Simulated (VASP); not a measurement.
# C (P6_3/mmc) in VASP: a series of runs

Runs on C. Level: r2SCAN. Tasks: single point, relaxation of shape and atoms at fixed volume.

Everything below comes from runs of VASP 6.6.1. Logs are shortened: lines on timing, memory, paths and dates and some standing lists are left out, and cuts for length are marked.

**1. The cell of the first run**

It takes space group P6_3/mmc (No. 194, hexagonal). Conventional cell: a = 2.454 Å, b = 2.454 Å, c = 6.848 Å, α = 90.00°, β = 90.00°, γ = 120.00°. Within 1.9 Å of C (site symmetry -6m2) lie 3 C at 1.42 Å. Within 1.9 Å of C (site symmetry -6m2) lie 3 C at 1.42 Å.

**2. Single point, r2SCAN (volume scaled by 0.97, then relaxed in part)**

File POSCAR:

```
C
1.0
    2.4541990536      0.0000000000      0.0000000000
   -1.2270995268      2.1253987264      0.0000000000
    0.0000000000      0.0000000000      6.8477224915
C
4
Direct
    0.0000000000      0.0000000000      0.0025000000
    0.0000000000      0.0000000000      0.5025000000
    0.3333333333      0.6666666667      0.0025000000
    0.6666666667      0.3333333333      0.5025000000
```

File INCAR.step1:

```
PREC = Accurate
ENCUT = 520
ISMEAR = 0
SIGMA = 0.1
LREAL = F
LASPH = T
NELM = 60
NBANDS = 16
GGA = PE
ALGO = Normal
EDIFF = 1E-4
LWAVE = T
LCHARG = F
```

File INCAR.step2:

```
PREC = Accurate
ENCUT = 520
EDIFF = 1E-7
ISMEAR = 0
SIGMA = 0.1
LREAL = F
LASPH = T
NELM = 60
ALGO = Normal
ISIF = 2
LWAVE = F
LCHARG = F
METAGGA = R2SCAN
LMIXTAU = T
NBANDS = 16
ISTART = 1
```

File KPOINTS:

```
regular mesh
0
Gamma
  18 18 6
```

Potentials or basis: VASP PAW PBE potentials, release 64 (C).

Started as:

```sh
$ cat potpaw_PBE.64/C/POTCAR > POTCAR
$ cp INCAR.step1 INCAR
$ mpirun -np 1 vasp_std > vasp.out
$ cp INCAR.step2 INCAR
$ mpirun -np 1 vasp_std > vasp.out
```

OUTCAR:

```text
PREC = Accurate
   ENCUT = 520
   EDIFF = 1E-7
   ISMEAR = 0
   LREAL = F
   LASPH = T
   NELM = 60
   ISIF = 2
   METAGGA = R2SCAN
   ISTART = 1

 ion  position               nearest neighbor table
   1  0.000  0.000  0.002-   3 1.42   3 1.42   3 1.42
   2  0.000  0.000  0.502-   4 1.42   4 1.42   4 1.42
   3  0.333  0.667  0.002-   1 1.42   1 1.42   1 1.42
   4  0.667  0.333  0.502-   2 1.42   2 1.42   2 1.42

  LATTYP: Found a hexagonal cell.
 ALAT       =     2.4541990536
 C/A-ratio  =     2.7902066385

  Lattice vectors:

 A1 = (   2.4541990536,   0.0000000000,   0.0000000000)
 A2 = (  -1.2270995268,   2.1253987264,   0.0000000000)
 A3 = (   0.0000000000,   0.0000000000,   6.8477224915)

Analysis of symmetry for initial positions (statically):
=====================================================================
 Subroutine PRICEL returns:
 Original cell was already a primitive cell.

 Routine SETGRP: Setting up the symmetry group for a
 hexagonal supercell.

 Subroutine GETGRP returns: Found 24 space group operations
 (whereof  6 operations were pure point group operations)
 out of a pool of 24 trial point group operations.

The static configuration has the point symmetry C_3v.
 The point group associated with its full space group is D_6h.

Analysis of symmetry for dynamics (positions and initial velocities):
=====================================================================
 Subroutine PRICEL returns:
 Original cell was already a primitive cell.

 Routine SETGRP: Setting up the symmetry group for a
 hexagonal supercell.

 Subroutine GETGRP returns: Found 24 space group operations
 (whereof  6 operations were pure point group operations)
 out of a pool of 24 trial point group operations.

The dynamic configuration has the point symmetry C_3v.
 The point group associated with its full space group is D_6h.

 Subroutine INISYM returns: Found 24 space group operations
 (whereof  6 operations are pure point group operations),
 and found     1 'primitive' translations

----------------------------------------------------------------------------------------

                                     Primitive cell

  volume of cell :      35.7188

  direct lattice vectors                    reciprocal lattice vectors
     2.454199054  0.000000000  0.000000000     0.407464911  0.235249976  0.000000000
    -1.227099527  2.125398726  0.000000000     0.000000000  0.470499953  0.000000000
     0.000000000  0.000000000  6.847722491     0.000000000  0.000000000  0.146033955

  length of vectors
     2.454199054  2.454199054  6.847722491     0.470499953  0.470499953  0.146033955

  position of ions in fractional coordinates (direct lattice)
     0.000000000  0.000000000  0.002500000
     0.000000000  0.000000000  0.502500000
     0.333333333  0.666666667  0.002500000
     0.666666667  0.333333333  0.502500000

  ion indices of the primitive-cell ions
   primitive index   ion index
                 1           1
                 2           2
                 3           3
                 4           4

----------------------------------------------------------------------------------------

 KPOINTS: regular mesh

Automatic generation of k-mesh.
 Grid dimensions read from file:
 generate k-points for:   18   18    6

 Generating k-lattice:

  Cartesian coordinates                     Fractional coordinates (reciprocal lattice)
     0.022636940  0.013069443  0.000000000     0.055555556 -0.000000000  0.000000000
     0.000000000  0.026138886  0.000000000     0.000000000  0.055555556  0.000000000
     0.000000000  0.000000000  0.024338993     0.000000000  0.000000000  0.166666667

  Length of vectors
     0.026138886  0.026138886  0.024338993

  Shift w.r.t. Gamma in fractional coordinates (k-lattice)
     0.000000000  0.000000000  0.000000000

 Subroutine IBZKPT returns following result:
 ===========================================

 Found    148 irreducible k-points:

 Following reciprocal coordinates:
            Coordinates               Weight
  0.000000  0.000000  0.000000      1.000000
  0.055556  0.000000  0.000000      6.000000
  0.111111  0.000000  0.000000      6.000000
  0.166667  0.000000  0.000000      6.000000
  0.222222  0.000000  0.000000      6.000000
  0.277778  0.000000  0.000000      6.000000
[... 16 lines left out ...]
  0.333333  0.111111  0.000000     12.000000
  0.388889  0.111111  0.000000     12.000000
 [... further k-points ...]
   k-points           NKPTS =    148   k-points in BZ     NKDIM =    148   number of bands    NBANDS=     16
   number of dos      NEDOS =    301   number of ions     NIONS =      4
   total plane-waves  NPLWV =  17496
   dimension x,y,z NGX =    18 NGY =   18 NGZ =   54
   dimension x,y,z NGXF=    36 NGYF=   36 NGZF=  108
   ions per type =               4
   NGX,Y,Z   is equivalent  to a cutoff of  12.19, 12.19, 13.11 a.u.
   NGXF,Y,Z  is equivalent  to a cutoff of  24.39, 24.39, 26.22 a.u.
 SYSTEM =  unknown system
   PREC   = accura    normal or accurate (medium, high low for compatibility)
   ISTART =      1    job   : 0-new  1-cont  2-samecut
   ICHARG =      0    charge: 1-file 2-atom 10-const
   ISPIN  =      1    spin polarized calculation?
   LNONCOLLINEAR =      F non collinear calculations
   LSORBIT =      F    spin-orbit coupling
   LASPH  =      T    aspherical Exc in radial PAW
   ENCUT  =  520.0 eV  38.22 Ry    6.18 a.u.   4.56  4.56 12.73*2*pi/ulx,y,z
   NELM   =     60;   NELMIN=  2; NELMDL=  0     # of ELM steps
   EDIFF  = 0.1E-06   stopping-criterion for ELM
   LREAL  =      F    real-space projection
   EDIFFG = 0.1E-05   stopping-criterion for IOM
   NSW    =      0    number of steps for IOM
   IBRION =     -1    ionic relax: 0-MD 1-quasi-New 2-CG
   NFREE  =      0    steps in history (QN), initial steepest desc. (CG)
   ISIF   =      2    stress and relaxation
   ISYM   =      2    0-nonsym 1-usesym 2-fastsym
   POTIM  = 0.5000    time-step for ionic-motion
   TEBEG  =    0.0;   TEEND  =   0.0 temperature during run
   PSTRESS=    0.0 pullay stress
   NELECT =      16.0000    total number of electrons
   NUPDOWN=      -1.0000    fix difference up-down
   EMIN   =  10.00;   EMAX   =-10.00  energy-range for DOS
   EFERMI =   0.00;   METHOD = LEGACY
   ISMEAR =     0;   SIGMA  =   0.10  broadening in eV -4-tet -1-fermi 0-gaus
   EFERMI_NEDOS =   21; number of points for ismear=-14 and -15
   IALGO  =     38    algorithm
   IMIX   =      4    mixing-type and parameters
     AMIX     =   0.40;   BMIX     =  1.00
     AMIX_MAG =   1.60;   BMIX_MAG =  1.00
  volume/ion in A,a.u.               =       8.93        60.26
  Fermi-wavevector in a.u.,A,eV,Ry     =   1.252610  2.367091 21.347990  1.569033
  Thomas-Fermi vector in A             =   2.386503
   LORBIT       =      0    0 simple, 1 ext, 2 COOP (PROOUT), +10 PAW based schemes
   METAGGA = R2SCAN    functional components
   LHFCALC =     F    Hartree Fock is set to
   AEXX    =    0.0000 exact exchange contribution
   IVDW    =     0    specifies the selected vdW correction
   LEPSILON=     F    determine dielectric tensor
   LRPA    =     F    only Hartree local field effects (RPA)
 non-spin polarized calculation
 Gauss-broadening in eV      SIGMA  =   0.10
  energy-cutoff  :      520.00
  volume of cell :       35.72
 maximum number of plane-waves:       980
   NGX =  9   NGY =  9   NGZ = 25

 number of electron      15.9999995 magnetization

 Free energy of the ion-electron system (eV)
  ---------------------------------------------------
  ext. energy  EPLUGINS =         0.00000000
  ---------------------------------------------------
  free energy    TOTEN  =       -39.74838738 eV

  energy without entropy =      -39.74758183  energy(sigma->0) =      -39.74798461

 E-fermi :   4.5186     XC(G=0): -11.0038

 val. band max:        4.5106209757   @ k =   0.3333   0.3333   0.1667
 cond. band min:       4.5243497239   @ k =   0.3333   0.3333   0.3333
 fundamental gap:      0.0137287483
 Fermi energy:         4.5185881487

 k-point     1 :       0.0000    0.0000    0.0000
  band No.  band energies     occupation
      1     -16.4516      2.00000
      2     -16.1988      2.00000
      3      -4.4511      2.00000
      4      -2.6357      2.00000
      5       1.3182      2.00000
      6       1.3182      2.00000
[... 8 lines left out ...]
     15      16.9820      0.00000
     16      17.1793      0.00000

 k-point     2 :       0.0556    0.0000    0.0000
  band No.  band energies     occupation
      1     -16.3733      2.00000
      2     -16.1217      2.00000
      3      -4.3564      2.00000
      4      -2.5458      2.00000
      5       0.9920      2.00000
      6       1.0139      2.00000
[... 8 lines left out ...]
     15      16.6838      0.00000
     16      16.8986      0.00000

 k-point     3 :       0.1111    0.0000    0.0000
  band No.  band energies     occupation
      1     -16.1389      2.00000
      2     -15.8907      2.00000
      3      -4.0731      2.00000
      4      -2.2776      2.00000
      5       0.1000      2.00000
      6       0.1365      2.00000
[... 8 lines left out ...]
     15      15.8463      0.00000
     16      16.1139      0.00000

 k-point     4 :       0.1667    0.0000    0.0000
  band No.  band energies     occupation
      1     -15.7496      2.00000
      2     -15.5068      2.00000
      3      -3.6039      2.00000
      4      -1.8349      2.00000
      5      -1.1749      2.00000
      6      -1.1202      2.00000
[... 8 lines left out ...]
     15      15.9889      0.00000
     16      16.0319      0.00000
[... 324 lines left out ...]
 k-point    22 :       0.2778    0.1111    0.0000
  band No.  band energies     occupation
      1     -13.4559      2.00000
      2     -13.2458      2.00000
      3      -5.7218      2.00000
      4      -5.6167      2.00000
      5      -2.5676      2.00000
      6      -2.5096      2.00000
[... 8 lines left out ...]
     15      18.8997      0.00000
     16      19.8649      0.00000

 k-point    23 :       0.3333    0.1111    0.0000
  band No.  band energies     occupation
      1     -12.4936      2.00000
      2     -12.2980      2.00000
      3      -7.1955      2.00000
      4      -7.0709      2.00000
      5      -2.9650      2.00000
      6      -2.9025      2.00000
[... 8 lines left out ...]
     15      18.9307      0.00000
     16      19.9264      0.00000

 k-point    24 :       0.3889    0.1111    0.0000
  band No.  band energies     occupation
      1     -11.4360      2.00000
      2     -11.2625      2.00000
      3      -8.5670      2.00000
      4      -8.4325      2.00000
      5      -3.2057      2.00000
      6      -3.1409      2.00000
[... 8 lines left out ...]
     15      18.2247      0.00000
     16      19.2693      0.00000

 [... further k-points ...]

------------------------ aborting loop because EDIFF is reached ----------------------------------------

  FORCE on cell =-STRESS in cart. coord.  units (eV):
  Direction    XX          YY          ZZ          XY          YZ          ZX
  --------------------------------------------------------------------------------------
  -------------------------------------------------------------------------------------
  Total        0.4079835      0.4079835      0.1474118      0.0000000     -0.0000000      0.0000000
  in kB       18.3002418     18.3002418      6.6122057      0.0000000     -0.0000000      0.0000000
  external PRESSURE =      14.4042298 kB  Pullay stress =       0.0000000 kB

 VOLUME and BASIS-vectors are now :
 -----------------------------------------------------------------------------
  energy-cutoff  :      520.00
  volume of cell :       35.72
      direct lattice vectors                 reciprocal lattice vectors
     2.454199054  0.000000000  0.000000000     0.407464911  0.235249976  0.000000000
    -1.227099527  2.125398726  0.000000000     0.000000000  0.470499953  0.000000000
     0.000000000  0.000000000  6.847722491     0.000000000  0.000000000  0.146033955

 POSITION                                       TOTAL-FORCE (eV/Angst)
 -----------------------------------------------------------------------------------
      0.00000      0.00000      0.01712        -0.000000     -0.000000      0.000000
      0.00000      0.00000      3.44098         0.000000      0.000000     -0.000000
     -0.00000      1.41693      0.01712         0.000000      0.000000      0.000000
      1.22710      0.70847      3.44098        -0.000000     -0.000000     -0.000000
 -----------------------------------------------------------------------------------
    total drift:                                0.000000      0.000000      0.000044

  FREE ENERGIE OF THE ION-ELECTRON SYSTEM (eV)
  ---------------------------------------------------
  free  energy   TOTEN  =       -39.7483873796 eV

  energy  without entropy=      -39.7475818323  energy(sigma->0) =      -39.74798461
```

Wall time 3.7 min (1 thread of Intel Xeon 6975P-C, shared host); peak memory 0.19 GiB.

Results:

| Item | Value |
| --- | --- |
| Free energy | -39.7484 eV |
| Pressure | 1.4 GPa |
| Band gap on the k mesh | zero (band 8 reaches 4.53 eV, above the bottom of band 9 at 4.50 eV) |

Stress tensor (GPa, compression positive):
```
1.83 0.00 0.00
0.00 1.83 0.00
0.00 0.00 0.66
```

Caveat: the cell differs from its parent crystal (volume scaled by 0.97, then relaxed in part); the PAW data sets were made with another functional, which shifts forces and pressure a little.

**3. Single point, r2SCAN**

This run uses another cell than the first one, of 9.21 Å³/atom, 1.031 times its volume.

File POSCAR:

```
C
1.0
    2.4558907252      0.0000000000      0.0000000000
   -1.2279453626      2.1268637570      0.0000000000
    0.0000000000      0.0000000000      7.0497855834
C
4
Direct
    0.0000000000      0.0000000000      0.0024999316
    0.0000000000      0.0000000000      0.5024999316
    0.3333333333      0.6666666667      0.0025000684
    0.6666666667      0.3333333333      0.5025000684
```

File INCAR.step1:

```
SYSTEM = C
PREC = Accurate ; ENCUT = 520
ISMEAR = 0 ; SIGMA = 0.1
LREAL = .False. ; LASPH = .True.
NELM = 100 ; NBANDS = 16
GGA = PE ; ALGO = Normal
EDIFF = 1E-4 ; LWAVE = .True.
LCHARG = .False.
```

File INCAR.step2:

```
SYSTEM = C
PREC = Accurate ; ENCUT = 520
EDIFF = 1E-6 ; ISMEAR = 0
SIGMA = 0.1 ; LREAL = .False.
LASPH = .True. ; NELM = 100
ALGO = Normal ; ISIF = 2
LWAVE = .False. ; LCHARG = .False.
METAGGA = R2SCAN ; LMIXTAU = .True.
NBANDS = 16 ; ISTART = 1
```

File KPOINTS:

```
Automatic mesh
0
Gamma
  18 18 6
  0 0 0
```

Potentials or basis: VASP PAW PBE potentials, release 64 (C).

Started as:

```sh
$ cat potpaw_PBE.64/C/POTCAR > POTCAR
$ cp INCAR.step1 INCAR
$ mpirun -np 1 vasp_std > vasp.out
$ cp INCAR.step2 INCAR
$ mpirun -np 1 vasp_std > vasp.out
```

It took 3.7 min on 1 thread of Intel Xeon 6975P-C, shared host; peak memory 0.19 GiB.

Results (log left out):

```yaml
Free_energy: -39.7514 eV
Pressure: 0.6 GPa
Band_gap_on_the_k_mesh: zero (band 8 reaches 4.27 eV, above the bottom of band 9 at 4.25 eV)
```

Stress tensor (GPa, compression positive):
```
 1.02  0.00  0.00
 0.00  1.02  0.00
 0.00  0.00 -0.11
```

Levels at points of the mesh, in eV from the Fermi level:
```csv
k point,band 5,band 6,band 7,band 8,band 9,band 10,band 11,band 12
"(0.00, 0.00, 0.00)",-3.21,-3.21,-3.20,-3.20,4.02,8.72,8.72,8.76
"(0.50, 0.00, 0.00)",-6.84,-6.80,-2.84,-2.29,1.61,2.21,7.64,7.93
"(0.00, 0.00, 0.50)",-3.20,-3.20,-3.20,-3.20,6.41,6.41,8.74,8.74
"(0.50, 0.00, 0.50)",-6.82,-6.82,-2.53,-2.53,1.78,1.78,7.78,7.78
```

Caveat: the PAW data sets were made with another functional, which shifts forces and pressure a little.

(Part 1 of 2 ends here.)
